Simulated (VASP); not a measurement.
# Ga (Fd-3m) in VASP: a series of runs

The runs below take Ga through single point, with LDA.

Everything below comes from runs of VASP 6.6.1. Logs are shortened: lines on timing, memory, paths and dates and some standing lists are left out, and cuts for length are marked.

**1. The cell of the first run**

The structure is cubic, space group Fd-3m (No. 227). The conventional cell has a = 5.678 Å, b = 5.678 Å, c = 5.678 Å, α = 90.00°, β = 90.00°, γ = 90.00°. Within 3.2 Å of Ga (site symmetry -43m) lie 4 Ga at 2.46 Å.

**2. Single point, LDA**

File INCAR:

```
  PREC = Accurate
  ENCUT = 520
  EDIFF = 1E-6
  ISMEAR = -1
  SIGMA = 0.1
  LREAL = False
  LASPH = True
  NELM = 100
  ALGO = Normal
  ISIF = 2
  LWAVE = False
  LCHARG = False
  GGA = CA
  NBANDS = 20
```

File KPOINTS:

```
Automatic mesh
0
Gamma
  9 9 9
```

File POSCAR:

```
Ga
1.0
    0.0000000000      2.8389446993      2.8389446993
    2.8389446993      0.0000000000      2.8389446993
    2.8389446993      2.8389446993      0.0000000000
Ga
2
Direct
    0.1250000000      0.1250000000      0.1250000000
    0.8750000000      0.8750000000      0.8750000000
```

Potentials or basis: VASP PAW LDA potentials, release 64 (Ga_d).

Command:

```console
> cat potpaw_LDA.64/Ga_d/POTCAR > POTCAR
> mpirun -np 1 vasp_std > vasp.out
```

OUTCAR:

```text
PREC = Accurate
   ENCUT = 520
   EDIFF = 1E-6
   ISMEAR = -1
   LREAL = False
   LASPH = True
   NELM = 100
   ISIF = 2
   GGA = CA

 ion  position               nearest neighbor table
   1  0.125  0.125  0.125-   2 2.46   2 2.46   2 2.46   2 2.46
   2  0.875  0.875  0.875-   1 2.46   1 2.46   1 2.46   1 2.46

  LATTYP: Found a face centered cubic cell.
 ALAT       =     5.6778893986

  Lattice vectors:

 A1 = (   0.0000000000,   2.8389446993,   2.8389446993)
 A2 = (   2.8389446993,   0.0000000000,   2.8389446993)
 A3 = (   2.8389446993,   2.8389446993,   0.0000000000)

Analysis of symmetry for initial positions (statically):
=====================================================================
 Subroutine PRICEL returns:
 Original cell was already a primitive cell.

 Routine SETGRP: Setting up the symmetry group for a
 face centered cubic supercell.

 Subroutine GETGRP returns: Found 48 space group operations
 (whereof 12 operations were pure point group operations)
 out of a pool of 48 trial point group operations.

The static configuration has the point symmetry D_3d.
 The point group associated with its full space group is O_h .

Analysis of symmetry for dynamics (positions and initial velocities):
=====================================================================
 Subroutine PRICEL returns:
 Original cell was already a primitive cell.

 Routine SETGRP: Setting up the symmetry group for a
 face centered cubic supercell.

 Subroutine GETGRP returns: Found 48 space group operations
 (whereof 12 operations were pure point group operations)
 out of a pool of 48 trial point group operations.

The dynamic configuration has the point symmetry D_3d.
 The point group associated with its full space group is O_h .

 Subroutine INISYM returns: Found 48 space group operations
 (whereof 12 operations are pure point group operations),
 and found     1 'primitive' translations

----------------------------------------------------------------------------------------

                                     Primitive cell

  volume of cell :      45.7616

  direct lattice vectors                    reciprocal lattice vectors
     0.000000000  2.838944699  2.838944699    -0.176121782  0.176121782  0.176121782
     2.838944699  0.000000000  2.838944699     0.176121782 -0.176121782  0.176121782
     2.838944699  2.838944699  0.000000000     0.176121782  0.176121782 -0.176121782

  length of vectors
     4.014874097  4.014874097  4.014874097     0.305051875  0.305051875  0.305051875

  position of ions in fractional coordinates (direct lattice)
     0.125000000  0.125000000  0.125000000
     0.875000000  0.875000000  0.875000000

  ion indices of the primitive-cell ions
   primitive index   ion index
                 1           1
                 2           2

----------------------------------------------------------------------------------------

 KPOINTS: Automatic mesh

Automatic generation of k-mesh.
 Grid dimensions read from file:
 generate k-points for:    9    9    9

 Generating k-lattice:

  Cartesian coordinates                     Fractional coordinates (reciprocal lattice)
    -0.019569087  0.019569087  0.019569087     0.111111111  0.000000000  0.000000000
     0.019569087 -0.019569087  0.019569087     0.000000000  0.111111111  0.000000000
     0.019569087  0.019569087 -0.019569087     0.000000000  0.000000000  0.111111111

  Length of vectors
     0.033894653  0.033894653  0.033894653

  Shift w.r.t. Gamma in fractional coordinates (k-lattice)
     0.000000000  0.000000000  0.000000000

 Subroutine IBZKPT returns following result:
 ===========================================

 Found     35 irreducible k-points:

 Following reciprocal coordinates:
            Coordinates               Weight
  0.000000  0.000000  0.000000      1.000000
  0.111111  0.000000  0.000000      8.000000
  0.222222  0.000000  0.000000      8.000000
  0.333333  0.000000  0.000000      8.000000
  0.444444  0.000000  0.000000      8.000000
  0.111111  0.111111  0.000000      6.000000
[... 16 lines left out ...]
 -0.333333  0.333333  0.000000     12.000000
  0.444444  0.444444  0.000000      6.000000
 [... further k-points ...]
   k-points           NKPTS =     35   k-points in BZ     NKDIM =     35   number of bands    NBANDS=     20
   number of dos      NEDOS =    301   number of ions     NIONS =      2
   total plane-waves  NPLWV =  27000
   dimension x,y,z NGX =    30 NGY =   30 NGZ =   30
   dimension x,y,z NGXF=    60 NGYF=   60 NGZF=   60
   ions per type =               2
   NGX,Y,Z   is equivalent  to a cutoff of  12.42, 12.42, 12.42 a.u.
   NGXF,Y,Z  is equivalent  to a cutoff of  24.84, 24.84, 24.84 a.u.
 SYSTEM =  unknown system
   PREC   = accura    normal or accurate (medium, high low for compatibility)
   ISTART =      0    job   : 0-new  1-cont  2-samecut
   ICHARG =      2    charge: 1-file 2-atom 10-const
   ISPIN  =      1    spin polarized calculation?
   LNONCOLLINEAR =      F non collinear calculations
   LSORBIT =      F    spin-orbit coupling
   LASPH  =      T    aspherical Exc in radial PAW
   ENCUT  =  520.0 eV  38.22 Ry    6.18 a.u.   7.47  7.47  7.47*2*pi/ulx,y,z
   NELM   =    100;   NELMIN=  2; NELMDL= -5     # of ELM steps
   EDIFF  = 0.1E-05   stopping-criterion for ELM
   LREAL  =      F    real-space projection
   EDIFFG = 0.1E-04   stopping-criterion for IOM
   NSW    =      0    number of steps for IOM
   IBRION =     -1    ionic relax: 0-MD 1-quasi-New 2-CG
   NFREE  =      0    steps in history (QN), initial steepest desc. (CG)
   ISIF   =      2    stress and relaxation
   ISYM   =      2    0-nonsym 1-usesym 2-fastsym
   POTIM  = 0.5000    time-step for ionic-motion
   TEBEG  =    0.0;   TEEND  =   0.0 temperature during run
   PSTRESS=    0.0 pullay stress
   NELECT =      26.0000    total number of electrons
   NUPDOWN=      -1.0000    fix difference up-down
   EMIN   =  10.00;   EMAX   =-10.00  energy-range for DOS
   EFERMI =   0.00;   METHOD = LEGACY
   ISMEAR =    -1;   SIGMA  =   0.10  broadening in eV -4-tet -1-fermi 0-gaus
   EFERMI_NEDOS =   21; number of points for ismear=-14 and -15
   IALGO  =     38    algorithm
   IMIX   =      4    mixing-type and parameters
     AMIX     =   0.40;   BMIX     =  1.00
     AMIX_MAG =   1.60;   BMIX_MAG =  1.00
  volume/ion in A,a.u.               =      22.88       154.41
  Fermi-wavevector in a.u.,A,eV,Ry     =   1.355915  2.562307 25.014372  1.838505
  Thomas-Fermi vector in A             =   2.482962
   LORBIT       =      0    0 simple, 1 ext, 2 COOP (PROOUT), +10 PAW based schemes
   GGA     = CA    functional components
   LHFCALC =     F    Hartree Fock is set to
   AEXX    =    0.0000 exact exchange contribution
   IVDW    =     0    specifies the selected vdW correction
   LEPSILON=     F    determine dielectric tensor
   LRPA    =     F    only Hartree local field effects (RPA)
 non-spin polarized calculation
  energy-cutoff  :      520.00
  volume of cell :       45.76
 maximum number of plane-waves:      1258
 NGX is ok and might be reduce to    30
   NGX = 15   NGY = 15   NGZ = 15

 number of electron      26.0000003 magnetization

 Free energy of the ion-electron system (eV)
  ---------------------------------------------------
  ext. energy  EPLUGINS =         0.00000000
  ---------------------------------------------------
  free energy    TOTEN  =        -6.56156690 eV

  energy without entropy =       -6.52002952  energy(sigma->0) =       -6.54079821

 E-fermi :   3.0247     XC(G=0): -10.0986

 val. band max:        3.0180389844   @ k =   0.3333   0.2222   0.1111
 cond. band min:       3.0883824224   @ k =  -0.1111   0.1111   0.0000
 fundamental gap:      0.0703434380
 Fermi energy:         3.0246611721

 k-point     1 :       0.0000    0.0000    0.0000
  band No.  band energies     occupation
      1     -11.9243      2.00000
      2     -11.9243      2.00000
      3     -11.9243      2.00000
      4     -11.8746      2.00000
      5     -11.8746      2.00000
      6     -11.4941      2.00000
[... 12 lines left out ...]
     19      11.1260      0.00000
     20      14.7206      0.00000

 k-point     2 :       0.1111    0.0000    0.0000
  band No.  band energies     occupation
      1     -11.9391      2.00000
      2     -11.9391      2.00000
      3     -11.9215      2.00000
      4     -11.8534      2.00000
      5     -11.8534      2.00000
      6     -11.5026      2.00000
[... 12 lines left out ...]
     19      12.0261      0.00000
     20      13.5550      0.00000

 k-point     3 :       0.2222    0.0000    0.0000
  band No.  band energies     occupation
      1     -11.9553      2.00000
      2     -11.9553      2.00000
      3     -11.9145      2.00000
      4     -11.8231      2.00000
      5     -11.8231      2.00000
      6     -11.5163      2.00000
[... 12 lines left out ...]
     19      12.5919      0.00000
     20      13.1389      0.00000

 k-point     4 :       0.3333    0.0000    0.0000
  band No.  band energies     occupation
      1     -11.9613      2.00000
      2     -11.9613      2.00000
      3     -11.9067      2.00000
      4     -11.8054      2.00000
      5     -11.8054      2.00000
      6     -11.5346      2.00000
[... 12 lines left out ...]
     19      13.3092      0.00000
     20      14.0190      0.00000

 k-point     5 :       0.4444    0.0000    0.0000
  band No.  band energies     occupation
      1     -11.9611      2.00000
      2     -11.9611      2.00000
      3     -11.9016      2.00000
      4     -11.8010      2.00000
      5     -11.8010      2.00000
      6     -11.5470      2.00000
[... 12 lines left out ...]
     19      15.3370      0.00000
     20      15.7599      0.00000
[... 353 lines left out ...]
      6     -11.6403      2.00000
[... 12 lines left out ...]
     19      16.7840      0.00000
     20      17.1635      0.00000

 k-point    22 :      -0.4444    0.3333    0.0000
  band No.  band energies     occupation
      1     -12.0086      2.00000
      2     -11.9746      2.00000
      3     -11.8656      2.00000
      4     -11.7497      2.00000
      5     -11.6882      2.00000
      6     -11.6476      2.00000
[... 12 lines left out ...]
     19      14.9828      0.00000
     20      15.7276      0.00000

 k-point    23 :      -0.3333    0.3333    0.0000
  band No.  band energies     occupation
      1     -12.0147      2.00000
      2     -11.9808      2.00000
      3     -11.8504      2.00000
      4     -11.7079      2.00000
      5     -11.6832      2.00000
      6     -11.6830      2.00000
[... 12 lines left out ...]
     19      12.7123      0.00000
     20      13.9275      0.00000

 k-point    24 :       0.4444    0.4444    0.0000
  band No.  band energies     occupation
      1     -11.9698      2.00000
      2     -11.9698      2.00000
      3     -11.9017      2.00000
      4     -11.8289      2.00000
      5     -11.6782      2.00000
      6     -11.5992      2.00000
[... 12 lines left out ...]
     19      16.7492      0.00000
     20      17.9598      0.00000

 [... further k-points ...]

------------------------ aborting loop because EDIFF is reached ----------------------------------------

  FORCE on cell =-STRESS in cart. coord.  units (eV):
  Direction    XX          YY          ZZ          XY          YZ          ZX
  --------------------------------------------------------------------------------------
  -------------------------------------------------------------------------------------
  Total        0.0486142      0.0486142      0.0486142      0.0000000     -0.0000000      0.0000000
  in kB        1.7020527      1.7020527      1.7020527      0.0000000     -0.0000000      0.0000000
  external PRESSURE =       1.7020527 kB  Pullay stress =       0.0000000 kB

 VOLUME and BASIS-vectors are now :
 -----------------------------------------------------------------------------
  energy-cutoff  :      520.00
  volume of cell :       45.76
      direct lattice vectors                 reciprocal lattice vectors
     0.000000000  2.838944699  2.838944699    -0.176121782  0.176121782  0.176121782
     2.838944699  0.000000000  2.838944699     0.176121782 -0.176121782  0.176121782
     2.838944699  2.838944699  0.000000000     0.176121782  0.176121782 -0.176121782

 POSITION                                       TOTAL-FORCE (eV/Angst)
 -----------------------------------------------------------------------------------
      0.70974      0.70974      0.70974         0.000000      0.000000      0.000000
      4.96815      4.96815      4.96815        -0.000000     -0.000000     -0.000000
 -----------------------------------------------------------------------------------
    total drift:                               -0.000000      0.000000      0.000000

  FREE ENERGIE OF THE ION-ELECTRON SYSTEM (eV)
  ---------------------------------------------------
  free  energy   TOTEN  =        -6.5615669001 eV

  energy  without entropy=       -6.5200295212  energy(sigma->0) =       -6.54079821
```

Wall time 16 s (1 thread of Intel Xeon Platinum 8488C (Sapphire Rapids), shared host); peak memory 0.15 GiB.

What came out:

* Free energy: -6.5616 eV
* Pressure: 0.2 GPa
* Band gap on the k mesh: zero (band 13 reaches 6.03 eV, above the bottom of band 14 at 1.85 eV)

**3. Single point, LDA (volume scaled by 0.88)**

File INCAR:

```
ALGO = Normal
EDIFF = 1E-6
ENCUT = 520
GGA = CA
ISIF = 2
ISMEAR = -1
LASPH = True
LCHARG = False
LREAL = False
LWAVE = False
NBANDS = 20
NELM = 80
PREC = Accurate
SIGMA = 0.1
```

File KPOINTS:

```
k-points
0
Gamma
  11 11 11
```

File POSCAR:

```
Ga
1.0
    0.0000000000      2.7205152011      2.7205152011
    2.7205152011      0.0000000000      2.7205152011
    2.7205152011      2.7205152011      0.0000000000
Ga
2
Direct
    0.1250000000      0.1250000000      0.1250000000
    0.8750000000      0.8750000000      0.8750000000
```

Potentials or basis: VASP PAW LDA potentials, release 64 (Ga_d).

Command:

```console
> cat potpaw_LDA.64/Ga_d/POTCAR > POTCAR
> mpirun -np 1 vasp_std > vasp.out
```

Run time: 27 s. Hardware: 1 thread of Intel Xeon Platinum 8488C (Sapphire Rapids), shared host; peak memory 0.16 GiB.

The run converged. Its results:

- Free energy: -6.4291 eV
- Pressure: 8.9 GPa
- Band gap on the k mesh: zero (band 13 reaches 7.43 eV, above the bottom of band 14 at 2.52 eV)

Levels at points of the mesh, in eV from the Fermi level:
| k point | band 11 | band 12 | band 13 | band 14 | band 15 | band 16 |
| --- | --- | --- | --- | --- | --- | --- |
| (0.00, 0.00, 0.00) | -10.61 | 3.47 | 3.47 | 3.47 | 5.50 | 5.50 |
